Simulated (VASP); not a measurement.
Wanted: the native input for a VASP 6.6.1 run.

```
Task                   : single point
Functional             : PBE
Potentials or basis    : VASP PAW PBE potentials, release 64 (Mo_sv, C)
Cutoff                 : 520 eV
k mesh                 : 6 × 6 × 6
Occupations            : gaussian, width 0.1 eV
Spin                   : no spin polarisation
Dipole correction      : no
Further INCAR settings : ALGO = Normal; EDIFF = 1e-07; NBANDS = 28
```

The structure of Mo2C3 lies in POSCAR:

```
Mo2C3
1.0
    1.5334250315      0.8853233547      8.0052233532
   -1.5334250315      0.8853233547      8.0052233532
    0.0000000000     -1.7706467094      8.0052233532
Mo C
2 3
Direct
    0.3902258873      0.3902258873      0.3902258873
    0.6097741127      0.6097741127      0.6097741127
    0.0000000000      0.0000000000      0.0000000000
    0.2349234286      0.2349234286      0.2349234286
    0.7650765714      0.7650765714      0.7650765714
```

These files were run (other wordings do the same):

INCAR

```
  ALGO = Normal
  EDIFF = 1E-7
  ENCUT = 520
  GGA = PE
  ISIF = 2
  ISMEAR = 0
  LASPH = T
  LCHARG = T
  LELF = T
  LREAL = F
  LVHAR = T
  LWAVE = F
  NBANDS = 28
  NELM = 80
  PREC = Accurate
  SIGMA = 0.1
```

KPOINTS

```
k-points
0
Gamma
  6 6 6
```

Potentials or basis: VASP PAW PBE potentials, release 64 (Mo_sv, C).

Run with:

```sh
$ cat potpaw_PBE.64/Mo_sv/POTCAR potpaw_PBE.64/C/POTCAR > POTCAR
$ mpirun -np 1 vasp_std > vasp.out
```

Results of the run:

```
Pressure               : 0.4 GPa
Largest force          : 0.016 eV/Å
Band gap on the k mesh : 0.32 eV, indirect (the least direct gap lies 2.4 meV higher)
```

Run time: 5 min on 1 thread of AMD EPYC 9R45 96-Core Processor (Zen 5) (shared host), peak memory 0.52 GiB.
